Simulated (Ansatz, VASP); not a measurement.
# One calculation of NaH, two programs

```
CELL_PARAMETERS angstrom
0.00000 2.42362 2.42362
2.42362 0.00000 2.42362
2.42362 2.42362 0.00000
ATOMIC_POSITIONS crystal
Na 0.00000 0.00000 0.00000
H 0.50000 0.50000 0.50000
```

Change from the starting cell: volume scaled by 0.98, PAW files.

Alike in both runs: task electric field gradients; functional PBE; k mesh 9 × 9 × 9; occupations fermi-dirac, width 0.02 eV; no spin polarisation.

|  | VASP | Ansatz |
| --- | --- | --- |
| version | VASP 6.6.1 | Ansatz 0.2.0 |
| potentials or method | VASP PAW PBE potentials, release 64 (Na_pv, H) | PAW with Ansatz's default frozen-core files, scalar-relativistic |
| plane-wave cutoff (eV) | 520 | 420 |
| valence electrons in the cell | 8 | 10 |

|  | VASP | Ansatz | Ansatz less VASP |
| --- | --- | --- | --- |
| gap on the k mesh at the Fermi level (eV) | 4.05 | 4.05 | +0.001 |
| pressure (GPa) | -0.2 | -0.2 | +0.03 |

The functional is the same, so the differences come from potentials, cutoffs and numerics. VASP's potentials hold 8 valence electrons a cell and Ansatz's 10, so a difference there can come from the potentials and not from the codes.
